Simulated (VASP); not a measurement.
A run of VASP 6.6.1 is set up as follows.

The input INCAR:

```
SYSTEM = SiGe
PREC     = Accurate       ! precision mode
ENCUT    = 520            ! plane-wave cutoff, eV
EDIFF    = 1E-6           ! SCF threshold, eV
ISMEAR   = 0              ! smearing method
SIGMA    = 0.02           ! smearing width, eV
LREAL    = .False.        ! projectors in reciprocal space
LASPH    = .True.         ! aspherical terms in the spheres
NELM     = 60             ! most SCF steps
ALGO     = Normal         ! electronic algorithm
ISIF     = 2              ! what is computed and relaxed
LWAVE    = .False.        ! write WAVECAR
LCHARG   = .True.         ! write CHGCAR
GGA      = PS             ! functional
LELF     = .True.         ! ELF
LVHAR    = .True.       
NBANDS   = 26             ! bands
```

Contents of KPOINTS:

```
regular mesh
0
Gamma
  12 12 6
  0 0 0
```

File POSCAR:

```
SiGe
1.0
    3.8952712497      0.0000000000      0.0000000000
   -1.9476356248      3.3734038569      0.0000000000
    0.0000000000      0.0000000000      6.5078266998
Si Ge
2 2
Direct
    0.6666666671      0.3333333329      0.8738631047
    0.3333333329      0.6666666671      0.3738631047
    0.6666666661      0.3333333339      0.5011358953
    0.3333333339      0.6666666661      0.0011358953
```

Potentials or basis: VASP PAW PBE potentials, release 64 (Si, Ge_d).

Launch:

```sh
$ cat potpaw_PBE.64/Si/POTCAR potpaw_PBE.64/Ge_d/POTCAR > POTCAR
$ mpirun -np 1 vasp_std > vasp.out
```

**Question.** What does it give for the band gap on the k mesh?

**Answer.** 0.34 eV (least direct gap 0.50 eV).

**Question.** Predict the pressure.

**Answer.** -0.6 GPa.

Stress tensor (GPa, compression positive):
```
-0.02  0.00  0.00
 0.00 -0.02  0.00
 0.00  0.00 -1.81
```

Caveat: the cell differs from its parent crystal (uniaxial strain along c: +1.0 %, then relaxed in part); semilocal functionals underestimate gaps, and a narrow one can read as zero; the PAW data sets were made with another functional, which shifts forces and pressure a little. A k mesh can miss the band edges.
